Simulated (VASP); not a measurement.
# Ta2NbN3 (P-62m) in VASP: single point with PBE

Aim: the single point of Ta2NbN3 with PBE.

Program: VASP 6.6.1. These are calculated values, not measurements. Logs are shortened: lines on timing, memory, paths and dates and some standing lists are left out, and cuts for length are marked.

## Step 1: The cell of the first run

It takes space group P-62m (No. 189, hexagonal). Conventional cell: a = 5.218 Å, b = 5.218 Å, c = 2.930 Å, α = 90.00°, β = 90.00°, γ = 120.00°. Ta (site symmetry -6) has 6 N at 2.17 Å and 5 Ta at 2.93 to 3.01 Å within 3.1 Å. Within 2.7 Å of Nb (site symmetry -62m) lie 3 N at 2.06 Å. N (site symmetry m2m) has 1 Nb at 2.06 Å and 4 Ta at 2.17 Å and 4 N at 2.78 Å within 2.8 Å.

## Step 2: Single point, PBE

The input, INCAR:

```
ALGO = Normal
EDIFF = 1E-6
ENCUT = 700
GGA = PE
GGA_COMPAT = F
ISIF = 2
ISMEAR = 0
LASPH = T
LCHARG = F
LREAL = F
LWAVE = F
NBANDS = 36
NELM = 120
PREC = Accurate
SIGMA = 0.15
```

The input, KPOINTS:

```
k-points
0
Gamma
  3 3 4
```

The input, POSCAR:

```
Ta2NbN3
1.0
    5.2182047663      0.0000000000      0.0000000000
   -2.6091023832      4.5190978898      0.0000000000
    0.0000000000      0.0000000000      2.9304318510
Ta Nb N
2 1 3
Direct
    0.3333333333      0.6666666667      0.5000000000
    0.6666666667      0.3333333333      0.5000000000
    0.0000000000      0.0000000000      0.0000000000
    0.3952691099      0.0000000000      0.0000000000
    0.0000000000      0.3952691099      0.0000000000
    0.6047308901      0.6047308901      0.0000000000
```

Potentials or basis: VASP PAW PBE potentials, release 64 (Ta_sv_GW, Nb_sv, N).

Command:

```sh
$ cat potpaw_PBE.64/Ta_sv_GW/POTCAR potpaw_PBE.64/Nb_sv/POTCAR potpaw_PBE.64/N/POTCAR > POTCAR
$ mpirun -np 1 vasp_std > vasp.out
```

OUTCAR:

```text
EDIFF = 1E-6
   ENCUT = 700
   GGA = PE
   ISIF = 2
   ISMEAR = 0
   LASPH = T
   LREAL = F
   NELM = 120
   PREC = Accurate

 ion  position               nearest neighbor table
   1  0.333  0.667  0.500-   4 2.17   4 2.17   5 2.17   5 2.17   6 2.17   6 2.17   2 3.01   2 3.01
                             2 3.01
   2  0.667  0.333  0.500-   5 2.17   5 2.17   4 2.17   4 2.17   6 2.17   6 2.17   1 3.01   1 3.01
                             1 3.01
   3  0.000  0.000  0.000-   4 2.06   6 2.06   5 2.06
   4  0.395  0.000  0.000-   3 2.06   1 2.17   1 2.17   2 2.17   2 2.17
   5  0.000  0.395  0.000-   3 2.06   2 2.17   2 2.17   1 2.17   1 2.17
   6  0.605  0.605  0.000-   3 2.06   1 2.17   1 2.17   2 2.17   2 2.17

  LATTYP: Found a hexagonal cell.
 ALAT       =     5.2182047663
 C/A-ratio  =     0.5615785471

  Lattice vectors:

 A1 = (   5.2182047663,   0.0000000000,   0.0000000000)
 A2 = (  -2.6091023832,   4.5190978898,   0.0000000000)
 A3 = (   0.0000000000,   0.0000000000,   2.9304318510)

Analysis of symmetry for initial positions (statically):
=====================================================================
 Subroutine PRICEL returns:
 Original cell was already a primitive cell.

 Routine SETGRP: Setting up the symmetry group for a
 hexagonal supercell.

 Subroutine GETGRP returns: Found 12 space group operations
 (whereof 12 operations were pure point group operations)
 out of a pool of 24 trial point group operations.

The static configuration has the point symmetry D_3h.

Analysis of symmetry for dynamics (positions and initial velocities):
=====================================================================
 Subroutine PRICEL returns:
 Original cell was already a primitive cell.

 Routine SETGRP: Setting up the symmetry group for a
 hexagonal supercell.

 Subroutine GETGRP returns: Found 12 space group operations
 (whereof 12 operations were pure point group operations)
 out of a pool of 24 trial point group operations.

The dynamic configuration has the point symmetry D_3h.

 Subroutine INISYM returns: Found 12 space group operations
 (whereof 12 operations are pure point group operations),
 and found     1 'primitive' translations

----------------------------------------------------------------------------------------

                                     Primitive cell

  volume of cell :      69.1042

  direct lattice vectors                    reciprocal lattice vectors
     5.218204766  0.000000000  0.000000000     0.191636788  0.110641551  0.000000000
    -2.609102383  4.519097890  0.000000000     0.000000000  0.221283102  0.000000000
     0.000000000  0.000000000  2.930431851     0.000000000  0.000000000  0.341246632

  length of vectors
     5.218204766  5.218204766  2.930431851     0.221283102  0.221283102  0.341246632

  position of ions in fractional coordinates (direct lattice)
     0.333333333  0.666666667  0.500000000
     0.666666667  0.333333333  0.500000000
     0.000000000  0.000000000  0.000000000
     0.395269110  0.000000000  0.000000000
     0.000000000  0.395269110  0.000000000
     0.604730890  0.604730890  0.000000000

  ion indices of the primitive-cell ions
   primitive index   ion index
                 1           1
                 2           2
                 3           3
                 4           4
                 5           5
                 6           6

----------------------------------------------------------------------------------------

 KPOINTS: k-points

Automatic generation of k-mesh.
 Grid dimensions read from file:
 generate k-points for:    3    3    4

 Generating k-lattice:

  Cartesian coordinates                     Fractional coordinates (reciprocal lattice)
     0.063878929  0.036880517  0.000000000     0.333333333  0.000000000  0.000000000
     0.000000000  0.073761034  0.000000000     0.000000000  0.333333333  0.000000000
     0.000000000  0.000000000  0.085311658     0.000000000  0.000000000  0.250000000

  Length of vectors
     0.073761034  0.073761034  0.085311658

  Shift w.r.t. Gamma in fractional coordinates (k-lattice)
     0.000000000  0.000000000  0.000000000

 Subroutine IBZKPT returns following result:
 ===========================================

 Found      9 irreducible k-points:

 Following reciprocal coordinates:
            Coordinates               Weight
  0.000000  0.000000  0.000000      1.000000
  0.333333  0.000000  0.000000      6.000000
  0.333333  0.333333  0.000000      2.000000
  0.000000  0.000000  0.250000      2.000000
  0.333333  0.000000  0.250000     12.000000
  0.333333  0.333333  0.250000      4.000000
  0.000000  0.000000  0.500000      1.000000
  0.333333  0.000000  0.500000      6.000000
  0.333333  0.333333  0.500000      2.000000
   k-points           NKPTS =      9   k-points in BZ     NKDIM =      9   number of bands    NBANDS=     36
   number of dos      NEDOS =    301   number of ions     NIONS =      6
   total plane-waves  NPLWV =  64512
   dimension x,y,z NGX =    48 NGY =   48 NGZ =   28
   dimension x,y,z NGXF=    96 NGYF=   96 NGZF=   56
   ions per type =               2   1   3
   NGX,Y,Z   is equivalent  to a cutoff of  15.29, 15.29, 15.88 a.u.
   NGXF,Y,Z  is equivalent  to a cutoff of  30.58, 30.58, 31.77 a.u.
 SYSTEM =  unknown system
   PREC   = accura    normal or accurate (medium, high low for compatibility)
   ISTART =      0    job   : 0-new  1-cont  2-samecut
   ICHARG =      2    charge: 1-file 2-atom 10-const
   ISPIN  =      1    spin polarized calculation?
   LNONCOLLINEAR =      F non collinear calculations
   LSORBIT =      F    spin-orbit coupling
   LASPH  =      T    aspherical Exc in radial PAW
   ENCUT  =  700.0 eV  51.45 Ry    7.17 a.u.  11.26 11.26  6.32*2*pi/ulx,y,z
   NELM   =    120;   NELMIN=  2; NELMDL= -5     # of ELM steps
   EDIFF  = 0.1E-05   stopping-criterion for ELM
   LREAL  =      F    real-space projection
   EDIFFG = 0.1E-04   stopping-criterion for IOM
   NSW    =      0    number of steps for IOM
   IBRION =     -1    ionic relax: 0-MD 1-quasi-New 2-CG
   NFREE  =      0    steps in history (QN), initial steepest desc. (CG)
   ISIF   =      2    stress and relaxation
   ISYM   =      2    0-nonsym 1-usesym 2-fastsym
   POTIM  = 0.5000    time-step for ionic-motion
   TEBEG  =    0.0;   TEEND  =   0.0 temperature during run
   PSTRESS=    0.0 pullay stress
   NELECT =      54.0000    total number of electrons
   NUPDOWN=      -1.0000    fix difference up-down
   EMIN   =  10.00;   EMAX   =-10.00  energy-range for DOS
   EFERMI =   0.00;   METHOD = LEGACY
   ISMEAR =     0;   SIGMA  =   0.15  broadening in eV -4-tet -1-fermi 0-gaus
   EFERMI_NEDOS =   21; number of points for ismear=-14 and -15
   IALGO  =     38    algorithm
   IMIX   =      4    mixing-type and parameters
     AMIX     =   0.40;   BMIX     =  1.00
     AMIX_MAG =   1.60;   BMIX_MAG =  1.00
  volume/ion in A,a.u.               =      11.52        77.72
  Fermi-wavevector in a.u.,A,eV,Ry     =   1.507896  2.849509 30.936232  2.273749
  Thomas-Fermi vector in A             =   2.618421
   LORBIT       =      0    0 simple, 1 ext, 2 COOP (PROOUT), +10 PAW based schemes
   GGA     = PE    functional components
   LHFCALC =     F    Hartree Fock is set to
   AEXX    =    0.0000 exact exchange contribution
   IVDW    =     0    specifies the selected vdW correction
   LEPSILON=     F    determine dielectric tensor
   LRPA    =     F    only Hartree local field effects (RPA)
 non-spin polarized calculation
 Gauss-broadening in eV      SIGMA  =   0.15
  energy-cutoff  :      700.00
  volume of cell :       69.10
 maximum number of plane-waves:      2935
 NGX is ok and might be reduce to    48
   NGX = 23   NGY = 23   NGZ = 13

 number of electron      54.0000002 magnetization

 Free energy of the ion-electron system (eV)
  ---------------------------------------------------
  ext. energy  EPLUGINS =         0.00000000
  ---------------------------------------------------
  free energy    TOTEN  =       -70.90631953 eV

  energy without entropy =      -70.90548609  energy(sigma->0) =      -70.90590281

 E-fermi :  12.0704     XC(G=0): -13.1068

 val. band max:       11.7874999194   @ k =   0.3333   0.0000   0.5000
 cond. band min:      12.3771092650   @ k =   0.3333   0.0000   0.2500
 fundamental gap:      0.5896093456
 Fermi energy:        12.0703656189

 k-point     1 :       0.0000    0.0000    0.0000
  band No.  band energies     occupation
      1     -57.2646      2.00000
      2     -57.2231      2.00000
      3     -43.7071      2.00000
      4     -23.9722      2.00000
      5     -23.9722      2.00000
      6     -23.5771      2.00000
[... 28 lines left out ...]
     35      14.8860      0.00000
     36      14.8860      0.00000

 k-point     2 :       0.3333    0.0000    0.0000
  band No.  band energies     occupation
      1     -57.2559      2.00000
      2     -57.2320      2.00000
      3     -43.7072      2.00000
      4     -24.0006      2.00000
      5     -23.9069      2.00000
      6     -23.6422      2.00000
[... 28 lines left out ...]
     35      15.6401      0.00000
     36      16.0116      0.00000

 k-point     3 :       0.3333    0.3333    0.0000
  band No.  band energies     occupation
      1     -57.2439      2.00000
      2     -57.2439      2.00000
      3     -43.7072      2.00000
      4     -24.0156      2.00000
      5     -23.7802      2.00000
      6     -23.7802      2.00000
[... 28 lines left out ...]
     35      16.3464      0.00000
     36      16.4021      0.00000
[... 157 lines left out ...]
 k-point     8 :       0.3333    0.0000    0.5000
  band No.  band energies     occupation
      1     -57.2156      2.00000
      2     -57.1924      2.00000
      3     -43.6308      2.00000
      4     -24.2368      2.00000
      5     -24.1297      2.00000
      6     -23.8594      2.00000
[... 28 lines left out ...]
     35      16.5568      0.00000
     36      17.0722      0.00000

 k-point     9 :       0.3333    0.3333    0.5000
  band No.  band energies     occupation
      1     -57.2040      2.00000
      2     -57.2040      2.00000
      3     -43.6308      2.00000
      4     -24.1847      2.00000
      5     -24.1847      2.00000
      6     -23.8823      2.00000
[... 28 lines left out ...]
     35      16.0914      0.00000
     36      17.7369      0.00000

------------------------ aborting loop because EDIFF is reached ----------------------------------------

  FORCE on cell =-STRESS in cart. coord.  units (eV):
  Direction    XX          YY          ZZ          XY          YZ          ZX
  --------------------------------------------------------------------------------------
  -------------------------------------------------------------------------------------
  Total       -0.0543699     -0.0543699      0.0503506      0.0000000     -0.0000000      0.0000000
  in kB       -1.2605633     -1.2605633      1.1673749      0.0000000     -0.0000000      0.0000000
  external PRESSURE =      -0.4512506 kB  Pullay stress =       0.0000000 kB

 VOLUME and BASIS-vectors are now :
 -----------------------------------------------------------------------------
  energy-cutoff  :      700.00
  volume of cell :       69.10
      direct lattice vectors                 reciprocal lattice vectors
     5.218204766  0.000000000  0.000000000     0.191636788  0.110641551  0.000000000
    -2.609102383  4.519097890  0.000000000     0.000000000  0.221283102  0.000000000
     0.000000000  0.000000000  2.930431851     0.000000000  0.000000000  0.341246632

 POSITION                                       TOTAL-FORCE (eV/Angst)
 -----------------------------------------------------------------------------------
     -0.00000      3.01273      1.46522        -0.000000     -0.000000      0.000000
      2.60910      1.50637      1.46522        -0.000000     -0.000000      0.000000
      0.00000      0.00000      0.00000        -0.000000     -0.000000      0.000000
      2.06260      0.00000      0.00000        -0.027693     -0.000000      0.000000
     -1.03130      1.78626      0.00000         0.013846     -0.023983      0.000000
      1.57780      2.73284      0.00000         0.013846      0.023983     -0.000000
 -----------------------------------------------------------------------------------
    total drift:                               -0.000000     -0.000000      0.000000

  FREE ENERGIE OF THE ION-ELECTRON SYSTEM (eV)
  ---------------------------------------------------
  free  energy   TOTEN  =       -70.9063195347 eV

  energy  without entropy=      -70.9054860910  energy(sigma->0) =      -70.90590281
```

Run time: 60 s. Hardware: 1 thread of AMD EPYC 7R13 (Zen 3), shared host; peak memory 0.23 GiB.

What came out:

| Item | Value |
| --- | --- |
| Free energy | -70.9063 eV |
| Pressure | 0.0 GPa |
| Largest force | 0.028 eV/Å |
| Band gap on the k mesh | zero (bands 27 and 28 overlap by 2.61 eV) |

Forces in eV/Å, atoms in the order of the input:
```
Ta   0.000  0.000  0.000
Ta   0.000  0.000  0.000
Nb   0.000  0.000  0.000
N   -0.028  0.000  0.000
N    0.014 -0.024  0.000
N    0.014  0.024  0.000
```

Stress tensor (GPa, compression positive):
```
-0.13  0.00  0.00
 0.00 -0.13  0.00
 0.00  0.00  0.12
```

Caveat: the k points lie up to 0.54 Å⁻¹ apart, too coarse for converged energies and pressures of a metal; spin-orbit coupling is left out, which moves the levels of the heavy elements.

The gap in the log of VASP goes by the Fermi energy; the results here count the filled bands.